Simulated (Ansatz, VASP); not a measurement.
KF in VASP and in Ansatz

Contents of INCAR:

```
PREC = Accurate
ENCUT = 520
EDIFF = 1E-7
ISMEAR = 0
SIGMA = 0.01
LREAL = F
LASPH = T
NELM = 60
ALGO = Normal
ISIF = 2
LWAVE = F
LCHARG = T
GGA = PE
LELF = T
LVHAR = T
NBANDS = 24
```

Contents of KPOINTS:

```
Automatic mesh
0
Gamma
  6 6 4
```

Contents of POSCAR:

```
KF
1.0
    3.6599347861      0.0000000000      0.0000000000
   -1.8299673931      3.1695965009      0.0000000000
    0.0000000000      0.0000000000      6.4788135034
K F
2 2
Direct
    0.0000000000      0.0000000000      0.0000000000
    0.0000000000      0.0000000000      0.5000000000
    0.3333333333      0.6666666667      0.2500000000
    0.6666666667      0.3333333333      0.7500000000
```

Input for Ansatz:

```yaml
crystal:
  lattice:
    - [3.6599347861, 0.0, 0.0]
    - [-1.8299673931, 3.1695965009, 0.0]
    - [0.0, 0.0, 6.4788135034]
  atoms:
    - { symbol: K, position: [0.0, 0.0, 0.0] }
    - { symbol: K, position: [0.0, 0.0, 0.5] }
    - { symbol: F, position: [0.3333333333, 0.6666666667, 0.25] }
    - { symbol: F, position: [0.6666666667, 0.3333333333, 0.75] }
kpoints:
  mp_grid: { grid: [6, 6, 4] }
hamiltonian:
  xc: pbe
scf:
  occupations: { method: fixed }
output:
  optics:
    e_range: [0, 22]
    de: 0.05
    sigma: 0.1
    bands: { spectra_wanted_up_to: 22 }
```

Alike in both runs: task single point; functional PBE; k mesh 6 × 6 × 4; no spin polarisation.

|  | VASP | Ansatz |
| --- | --- | --- |
| version | VASP 6.6.1 | Ansatz 0.2.0 |
| potentials or method | VASP PAW PBE potentials, release 64 (K_sv, F) | plane waves, PAW |
| plane-wave cutoff (eV) | 520 | 420 |
| occupations | gaussian, width 0.01 eV | fixed |
| valence electrons in the cell | 32 | 32 |

```csv
,VASP,Ansatz,Ansatz less VASP
gap on the k mesh at the Fermi level (eV),6.19,6.20,+0.017
```
